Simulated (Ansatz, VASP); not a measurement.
## Nb2PtSe5 in VASP and in Ansatz

```
CELL_PARAMETERS angstrom
3.52677 0.00000 0.00000
-1.76339 3.05427 0.00000
0.00000 0.00000 16.99185
ATOMIC_POSITIONS crystal
Nb 0.33333 0.66667 0.10134
Nb 0.33333 0.66667 0.49074
Pt 0.00000 0.00000 0.73816
Se 0.00000 0.00000 0.00346
Se 0.00000 0.00000 0.19840
Se 0.33333 0.66667 0.81115
Se 0.66667 0.33333 0.59059
Se 0.66667 0.33333 0.39517
```

Alike in both runs: functional PBE; k mesh 12 × 12 × 2; occupations gaussian, width 0.1 eV; no spin polarisation.

Ansatz relaxed the structure, and its values are those at the end. VASP's run is a single point on that final structure, the one shown.

|  | VASP | Ansatz |
| --- | --- | --- |
| version | VASP 6.6.1 | Ansatz 0.2.0 |
| potentials or method | VASP PAW PBE potentials, release 64 (Nb_sv, Pt, Se), cutoff 520 eV | scalar-relativistic, plane waves, PAW |
| valence electrons in the cell | 66 | 124 |

```tsv
	VASP	Ansatz	Ansatz less VASP
gap on the k mesh at the Fermi level (eV)	none	none	-
pressure (GPa)	0.0	0.0	+0.01
rms of the force components (eV/Å)	0.007	0.003	-0.0041
```

A gap of «none» marks a metal or a gap that the smearing closes. VASP's potentials hold 66 valence electrons a cell and Ansatz's 124, so a difference there can come from the potentials and not from the codes.

Neither program's run includes spin-orbit coupling.
